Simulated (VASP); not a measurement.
# SnSe (Fm-3m) in VASP: further runs, part 2 of 2

VASP 6.6.1.

## 3. Single point, PBE

The input, INCAR:

```
SYSTEM = SnSe
PREC = Accurate
ENCUT = 520
EDIFF = 1E-6
ISMEAR = 0
SIGMA = 0.03
LREAL = .False.
LASPH = .True.
NELM = 80
ALGO = Normal
ISIF = 2
LWAVE = .False.
LCHARG = .True.
GGA = PE
LELF = .True.
LVHAR = .True.
NBANDS = 17
```

The input, KPOINTS:

```
regular mesh
0
Gamma
  8 8 8
  0 0 0
```

The input, POSCAR:

```
SnSe
1.0
    0.0000000000      3.0100000000      3.0100000000
    3.0100000000      0.0000000000      3.0100000000
    3.0100000000      3.0100000000      0.0000000000
Sn Se
1 1
Direct
    0.0000000000      0.0000000000      0.0000000000
    0.5000000000      0.5000000000      0.5000000000
```

Potentials or basis: VASP PAW PBE potentials, release 64 (Sn_d, Se).

The run is started by

```
$ cat potpaw_PBE.64/Sn_d/POTCAR potpaw_PBE.64/Se/POTCAR > POTCAR
$ mpirun -np 1 vasp_std > vasp.out
```

OUTCAR:

```text
SYSTEM = SnSe
   PREC = Accurate
   ENCUT = 520
   EDIFF = 1E-6
   ISMEAR = 0
   LREAL = .False.
   LASPH = .True.
   NELM = 80
   ISIF = 2
   GGA = PE

 ion  position               nearest neighbor table
   1  0.000  0.000  0.000-   2 3.01   2 3.01   2 3.01   2 3.01   2 3.01   2 3.01
   2  0.500  0.500  0.500-   1 3.01   1 3.01   1 3.01   1 3.01   1 3.01   1 3.01

  LATTYP: Found a face centered cubic cell.
 ALAT       =     6.0200000000

  Lattice vectors:

 A1 = (   0.0000000000,   3.0100000000,   3.0100000000)
 A2 = (   3.0100000000,   0.0000000000,   3.0100000000)
 A3 = (   3.0100000000,   3.0100000000,   0.0000000000)

Analysis of symmetry for initial positions (statically):
=====================================================================
 Subroutine PRICEL returns:
 Original cell was already a primitive cell.

 Routine SETGRP: Setting up the symmetry group for a
 face centered cubic supercell.

 Subroutine GETGRP returns: Found 48 space group operations
[... 9 lines left out ...]

 Routine SETGRP: Setting up the symmetry group for a
 face centered cubic supercell.

 Subroutine GETGRP returns: Found 48 space group operations
[... 11 lines left out ...]
                                     Primitive cell

  volume of cell :      54.5418

  direct lattice vectors                    reciprocal lattice vectors
     0.000000000  3.010000000  3.010000000    -0.166112957  0.166112957  0.166112957
     3.010000000  0.000000000  3.010000000     0.166112957 -0.166112957  0.166112957
     3.010000000  3.010000000  0.000000000     0.166112957  0.166112957 -0.166112957

  length of vectors
     4.256782823  4.256782823  4.256782823     0.287716081  0.287716081  0.287716081

  position of ions in fractional coordinates (direct lattice)
     0.000000000  0.000000000  0.000000000
     0.500000000  0.500000000  0.500000000

  ion indices of the primitive-cell ions
   primitive index   ion index
                 1           1
                 2           2

----------------------------------------------------------------------------------------
[... 82 lines left out ...]
   NUPDOWN=      -1.0000    fix difference up-down
   EMIN   =  10.00;   EMAX   =-10.00  energy-range for DOS
   EFERMI =   0.00;   METHOD = LEGACY
   ISMEAR =     0;   SIGMA  =   0.03  broadening in eV -4-tet -1-fermi 0-gaus
   EFERMI_NEDOS =   21; number of points for ismear=-14 and -15
   IALGO  =     38    algorithm
   IMIX   =      4    mixing-type and parameters
     AMIX     =   0.40;   BMIX     =  1.00
     AMIX_MAG =   1.60;   BMIX_MAG =  1.00
  volume/ion in A,a.u.               =      27.27       184.03
  Fermi-wavevector in a.u.,A,eV,Ry     =   1.171768  2.214321 18.681350  1.373040
  Thomas-Fermi vector in A             =   2.308207
   LORBIT       =      0    0 simple, 1 ext, 2 COOP (PROOUT), +10 PAW based schemes
   GGA     = PE    functional components
   LHFCALC =     F    Hartree Fock is set to
   AEXX    =    0.0000 exact exchange contribution
   IVDW    =     0    specifies the selected vdW correction
   LEPSILON=     F    determine dielectric tensor
   LRPA    =     F    only Hartree local field effects (RPA)
 non-spin polarized calculation
 Gauss-broadening in eV      SIGMA  =   0.03
  energy-cutoff  :      520.00
  volume of cell :       54.54
 maximum number of plane-waves:      1480
   NGX = 15   NGY = 15   NGZ = 15

 number of electron      20.0000005 magnetization

 Free energy of the ion-electron system (eV)
  ---------------------------------------------------
  ext. energy  EPLUGINS =         0.00000000
  ---------------------------------------------------
  free energy    TOTEN  =        -8.21894584 eV

  energy without entropy =       -8.21894584  energy(sigma->0) =       -8.21894584

 E-fermi :   5.7195     XC(G=0):  -9.5996

 val. band max:        5.5840840107   @ k =   0.5000   0.0000   0.0000
 cond. band min:       6.1660539038   @ k =   0.5000   0.0000   0.0000
 fundamental gap:      0.5819698931
 Fermi energy:         5.7194813626

 k-point     1 :       0.0000    0.0000    0.0000
  band No.  band energies     occupation
      1     -16.0186      2.00000
      2     -16.0186      2.00000
      3     -16.0186      2.00000
      4     -16.0164      2.00000
      5     -16.0164      2.00000
      6      -8.2797      2.00000
[... 457 lines left out ...]
      4     -16.0097      2.00000
      5     -16.0046      2.00000
      6      -7.2023      2.00000
[... 9 lines left out ...]
     16      16.3816      0.00000
     17      16.4645      0.00000

 [... further k-points ...]
[... 5 lines left out ...]
  --------------------------------------------------------------------------------------
  -------------------------------------------------------------------------------------
  Total        0.3089667      0.3089667      0.3089667      0.0000000      0.0000000     -0.0000000
  in kB        9.0759639      9.0759639      9.0759639      0.0000000      0.0000000     -0.0000000
  external PRESSURE =       9.0759639 kB  Pullay stress =       0.0000000 kB

 VOLUME and BASIS-vectors are now :
 -----------------------------------------------------------------------------
  energy-cutoff  :      520.00
  volume of cell :       54.54
      direct lattice vectors                 reciprocal lattice vectors
     0.000000000  3.010000000  3.010000000    -0.166112957  0.166112957  0.166112957
     3.010000000  0.000000000  3.010000000     0.166112957 -0.166112957  0.166112957
     3.010000000  3.010000000  0.000000000     0.166112957  0.166112957 -0.166112957

 POSITION                                       TOTAL-FORCE (eV/Angst)
 -----------------------------------------------------------------------------------
      0.00000      0.00000      0.00000         0.000000     -0.000000      0.000000
      3.01000      3.01000      3.01000        -0.000000      0.000000     -0.000000
 -----------------------------------------------------------------------------------
    total drift:                                0.000000     -0.000000     -0.000000

  FREE ENERGIE OF THE ION-ELECTRON SYSTEM (eV)
  ---------------------------------------------------
  free  energy   TOTEN  =        -8.2189458417 eV

  energy  without entropy=       -8.2189458417  energy(sigma->0) =       -8.21894584
```

OSZICAR:

```text
N       E                     dE             d eps       ncg     rms          rms(c)
DAV:   1     0.130779464756E+03    0.13078E+03   -0.99267E+03  1003   0.144E+03
DAV:   2     0.402570275514E+01   -0.12675E+03   -0.12288E+03  1042   0.340E+02
DAV:   3    -0.810768781611E+01   -0.12133E+02   -0.12052E+02  1228   0.923E+01
DAV:   4    -0.839403645481E+01   -0.28635E+00   -0.28613E+00  1156   0.151E+01
DAV:   5    -0.840225432343E+01   -0.82179E-02   -0.82176E-02  1420   0.254E+00    0.307E+00
DAV:   6    -0.821790564414E+01    0.18435E+00   -0.45394E-01  1406   0.387E+00    0.183E+00
DAV:   7    -0.821688982633E+01    0.10158E-02   -0.84183E-02  1136   0.128E+00    0.909E-01
DAV:   8    -0.821907770725E+01   -0.21879E-02   -0.90330E-03  1191   0.831E-01    0.116E-01
DAV:   9    -0.821886981067E+01    0.20790E-03   -0.15188E-03  1410   0.312E-01    0.520E-02
DAV:  10    -0.821893969575E+01   -0.69885E-04   -0.18149E-04  1143   0.755E-02    0.119E-02
DAV:  11    -0.821894551395E+01   -0.58182E-05   -0.18048E-05  1261   0.363E-02    0.274E-03
DAV:  12    -0.821894584168E+01   -0.32773E-06   -0.12910E-06  1044   0.119E-02
   1 F= -.82189458E+01 E0= -.82189458E+01  d E =-.188376E-12
```

Wall time 25 s (1 thread of Intel Xeon 6975P-C, shared host); peak memory 0.18 GiB.

Results:

- Free energy: -8.2189 eV
- Pressure: 0.9 GPa
- Band gap on the k mesh: 0.58 eV, direct

Levels at points of the mesh, in eV from the valence-band top:
```
           k point  band 6  band 7  band 8  band 9  band 10  band 11  band 12  band 13  band 14  band 15
(0.00, 0.00, 0.00)  -13.86   -5.06   -2.19   -2.19    -2.19     4.32     4.32     4.32     5.87     5.87
(0.50, 0.00, 0.00)  -12.93   -8.04   -1.94   -1.94     0.00     0.58     1.25     1.25     8.25    10.12
(0.50, 0.50, 0.00)  -12.66   -6.00   -5.46   -3.63    -3.63     3.03     5.35     5.35     5.97    10.45
```

Caveat: spin-orbit coupling is left out, which moves the levels of the heavy elements. A k mesh can miss the band edges.

## 4. Single point, BLYP+D4

This run uses another cell than the first one, of 29.68 Å³/atom, 1.088 times its volume.

The input, INCAR:

```
PREC     = Accurate       # precision mode
ENCUT    = 520            # plane-wave cutoff, eV
EDIFF    = 1E-6           # SCF threshold, eV
ISMEAR   = -1             # smearing method
SIGMA    = 0.05           # smearing width, eV
LREAL    = False          # projectors in reciprocal space
LASPH    = True           # aspherical terms in the spheres
NELM     = 100            # most SCF steps
ALGO     = Normal         # electronic algorithm
ISIF     = 2              # what is computed and relaxed
LWAVE    = False          # write WAVECAR
LCHARG   = True           # write CHGCAR
GGA      = B5             # functional
ALDAX    = 1.0          
AGGAX    = 1.0          
AGGAC    = 1.0          
ALDAC    = 0.0          
IVDW     = 13             # dispersion correction
VDW_S6   = 1.0          
VDW_S8   = 2.34076671   
VDW_A1   = 0.44488865   
VDW_A2   = 4.0933009    
LELF     = True           # ELF
LVHAR    = True         
NBANDS   = 17             # bands
```

The input, KPOINTS:

```
Automatic mesh
0
Gamma
  8 8 8
```

The input, POSCAR:

```
SnSe
1.0
    0.0000000000      3.0960842109      3.0960842109
    3.0960842109      0.0000000000      3.0960842109
    3.0960842109      3.0960842109      0.0000000000
Sn Se
1 1
Direct
    0.0000000000      0.0000000000      0.0000000000
    0.5000000000      0.5000000000      0.5000000000
```

The run is started by

```
$ cat potpaw_PBE.64/Sn_d/POTCAR potpaw_PBE.64/Se/POTCAR > POTCAR
$ mpirun -np 1 vasp_std > vasp.out
```

Run time: 44 s. Hardware: 1 thread of Intel Xeon 6975P-C, shared host; peak memory 0.21 GiB.

Results (log left out):

| Property | Result |
| --- | --- |
| Free energy | -8.5376 eV |
| Pressure | 0.1 GPa |
| Band gap on the k mesh | 0.08 eV, direct |
| Dispersion energy per atom | -0.734 eV |

Levels at points of the mesh, in eV from the valence-band top:
| k point | band 6 | band 7 | band 8 | band 9 | band 10 | band 11 | band 12 | band 13 | band 14 | band 15 |
| --- | --- | --- | --- | --- | --- | --- | --- | --- | --- | --- |
| (0.00, 0.00, 0.00) | -13.47 | -5.59 | -2.10 | -2.10 | -2.10 | 3.75 | 3.75 | 3.75 | 6.04 | 6.04 |
| (0.50, 0.00, 0.00) | -12.72 | -7.85 | -1.84 | -1.84 | 0.00 | 0.08 | 1.12 | 1.12 | 8.21 | 9.80 |
| (0.50, 0.50, 0.00) | -12.52 | -6.29 | -4.96 | -3.36 | -3.36 | 3.48 | 4.64 | 4.64 | 5.25 | 10.15 |

Caveat: the PAW data sets were made with another functional, which shifts forces and pressure a little; spin-orbit coupling is left out, which moves the levels of the heavy elements. A k mesh can miss the band edges.

## 5. Relaxation of cell and atoms, RPBE+D4

The input, INCAR:

```
SYSTEM = SnSe
PREC = Accurate
ENCUT = 600
EDIFF = 1E-7
ISMEAR = -1
SIGMA = 0.05
LREAL = .False.
LASPH = .True.
NELM = 80
ALGO = Normal
ISIF = 3
LWAVE = .False.
LCHARG = .False.
GGA = RP
IVDW = 13
IBRION = 2
NSW = 60
EDIFFG = -0.01
```

The input, KPOINTS:

```
Automatic mesh
0
Gamma
  8 8 8
  0 0 0
```

The input, POSCAR:

```
SnSe
1.0
    0.0000000000      3.0100000000      3.0100000000
    3.0100000000      0.0000000000      3.0100000000
    3.0100000000      3.0100000000      0.0000000000
Sn Se
1 1
Direct
    0.0000000000      0.0000000000      0.0000000000
    0.5000000000      0.5000000000      0.5000000000
```

The run is started by

```
$ cat potpaw_PBE.64/Sn_d/POTCAR potpaw_PBE.64/Se/POTCAR > POTCAR
$ mpirun -np 1 vasp_std > vasp.out
```

It took 63 s on 1 thread of Intel Xeon 6975P-C, shared host; peak memory 0.23 GiB.

Results (log left out):

```yaml
Free_energy: -8.9823 eV
Relaxed_volume: 26.29 Å³/atom
Relaxed_cell: a = 4.205 Å, b = 4.205 Å, c = 4.205 Å, α = 60.00°, β = 60.00°, γ = 60.00°
Space_group_after_relaxing_to_0.05_Å: Fm-3m (No. 225)
Energy_gained_by_relaxing: 5.4 meV/atom
Ionic_steps: 3
Pressure_after_relaxing: 0.0 GPa
Band_gap_on_the_k_mesh: 0.71 eV, indirect (least direct gap 0.71 eV)
Dispersion_energy_per_atom: -0.758 eV
```

The path:
| step | energy change (eV) | largest force (eV/Å) | pressure (GPa) | volume (Å³) |
| --- | --- | --- | --- | --- |
| 1 | 0.0000 | 0.0000 | -1.62 | 54.54 |
| 2 | -0.0108 | 0.0000 | 0.20 | 52.39 |
| 3 | -0.0109 | 0.0000 | 0.02 | 52.58 |

Final structure:
```xyz
2
Lattice="0.0000 2.9734 2.9734 2.9734 0.0000 2.9734 2.9734 2.9734 0.0000" Properties=species:S:1:pos:R:3 pbc="T T T"
Sn    0.0000    0.0000    0.0000
Se    2.9734    2.9734    2.9734
```

Levels at points of the mesh, in eV from the valence-band top:
| k point | band 6 | band 7 | band 8 | band 9 | band 10 | band 11 | band 12 | band 13 | band 14 |
| --- | --- | --- | --- | --- | --- | --- | --- | --- | --- |
| (0.00, 0.00, 0.00) | -14.14 | -4.91 | -2.34 | -2.34 | -2.34 | 4.47 | 4.47 | 4.47 | 5.80 |
| (0.50, 0.00, 0.00) | -13.13 | -8.24 | -2.10 | -2.10 | 0.00 | 0.71 | 1.22 | 1.22 | 8.40 |
| (0.50, 0.50, 0.00) | -12.81 | -6.00 | -5.75 | -3.85 | -3.85 | 2.91 | 5.56 | 5.56 | 6.22 |

Caveat: the PAW data sets were made with another functional, which shifts forces and pressure a little; spin-orbit coupling is left out, which moves the levels of the heavy elements. A k mesh can miss the band edges.

## 6. Relaxation of cell and atoms, revPBE+D3(BJ)

The input, INCAR:

```
PREC = Accurate ; ENCUT = 600
EDIFF = 1E-7 ; ISMEAR = -1
SIGMA = 0.05 ; LREAL = F
LASPH = T ; NELM = 80
ALGO = Normal ; ISIF = 3
LWAVE = F ; LCHARG = F
GGA = RE ; IVDW = 12
IBRION = 2 ; NSW = 60
EDIFFG = -0.01
```

The input, KPOINTS:

```
Automatic mesh
0
Gamma
  8 8 8
```

POSCAR is that of step 5.

Potentials or basis: VASP PAW PBE potentials, release 64 (Sn_d, Se).

The run is started by

```
$ cat potpaw_PBE.64/Sn_d/POTCAR potpaw_PBE.64/Se/POTCAR > POTCAR
$ mpirun -np 1 vasp_std > vasp.out
```

Run time: 65 s. Hardware: 1 thread of Intel Xeon 6975P-C, shared host; peak memory 0.24 GiB.

It converged, with:

```
Free energy                            : -8.9571 eV
Relaxed volume                         : 26.24 Å³/atom
Relaxed cell                           : a = 4.202 Å, b = 4.202 Å, c = 4.202 Å, α = 60.00°, β = 60.00°, γ = 60.00°
Space group after relaxing (to 0.05 Å) : Fm-3m (No. 225)
Energy gained by relaxing              : 6.5 meV/atom
Ionic steps                            : 3
Pressure after relaxing                : 0.0 GPa
Band gap on the k mesh                 : 0.71 eV, indirect (least direct gap 0.73 eV)
Dispersion energy per atom             : -0.697 eV
```

Step by step:
| step | energy change (eV) | largest force (eV/Å) | pressure (GPa) | volume (Å³) |
| --- | --- | --- | --- | --- |
| 1 | 0.0000 | 0.0000 | -1.94 | 54.54 |
| 2 | -0.0122 | 0.0000 | 0.54 | 51.97 |
| 3 | -0.0130 | 0.0000 | 0.02 | 52.47 |

Final structure:
```cif
data_structure
_symmetry_space_group_name_H-M 'P 1'
_symmetry_Int_Tables_number 1
_cell_length_a 4.2022
_cell_length_b 4.2022
_cell_length_c 4.2022
_cell_angle_alpha 60.000
_cell_angle_beta 60.000
_cell_angle_gamma 60.000
_cell_volume 52.47
loop_
_atom_site_label
_atom_site_type_symbol
_atom_site_fract_x
_atom_site_fract_y
_atom_site_fract_z
_atom_site_occupancy
Sn1 Sn 0.00000 0.00000 0.00000 1
Se1 Se 0.50000 0.50000 0.50000 1
```

Levels at points of the mesh, in eV from the valence-band top:
| k point | band 7 | band 8 | band 9 | band 10 | band 11 | band 12 | band 13 | band 14 |
| --- | --- | --- | --- | --- | --- | --- | --- | --- |
| (0.00, 0.00, 0.00) | -4.90 | -2.33 | -2.33 | -2.33 | 4.48 | 4.48 | 4.48 | 5.81 |
| (0.50, 0.00, 0.00) | -8.24 | -2.08 | -2.08 | 0.00 | 0.73 | 1.23 | 1.23 | 8.40 |
| (0.50, 0.50, 0.00) | -5.99 | -5.75 | -3.84 | -3.84 | 2.91 | 5.58 | 5.58 | 6.24 |

Caveat: the PAW data sets were made with another functional, which shifts forces and pressure a little; spin-orbit coupling is left out, which moves the levels of the heavy elements. A k mesh can miss the band edges.

## 7. Summary

| task | level | cell | cutoff (eV) | smearing | gap on the mesh (eV) | pressure (GPa) | relaxed volume (Å³/atom) |
| --- | --- | --- | --- | --- | --- | --- | --- |
| single point | PBE | a = 4.257 Å, angles 60.0°, 2 atoms | 520 | gaussian 0.029 eV | 0.58 | 0.9 | - |
| single point | PBE | a = 4.257 Å, angles 60.0°, 2 atoms | 520 | gaussian 0.03 eV | 0.58 | 0.9 | - |
| single point | BLYP+D4 | a = 4.379 Å, angles 60.0°, 2 atoms | 520 | fermi-dirac 0.05 eV | 0.08 | 0.1 | - |
| relaxation of cell and atoms | RPBE+D4 | relaxed from a = 4.257 Å, angles 60.0°, 2 atoms | 600 | fermi-dirac 0.05 eV | 0.71 | 0.0 | 26.29 |
| relaxation of cell and atoms | revPBE+D3(BJ) | relaxed from a = 4.257 Å, angles 60.0°, 2 atoms | 600 | fermi-dirac 0.05 eV | 0.71 | 0.0 | 26.24 |

Alike in all rows: potentials or basis VASP PAW PBE potentials, release 64 (Sn_d, Se); no spin polarisation; k mesh 8 × 8 × 8.

Caveats: spin-orbit coupling is left out, which moves the levels of the heavy elements; the PAW data sets were made with another functional, which shifts forces and pressure a little (some runs).

Absolute energies hang on the potentials; compare differences alone.
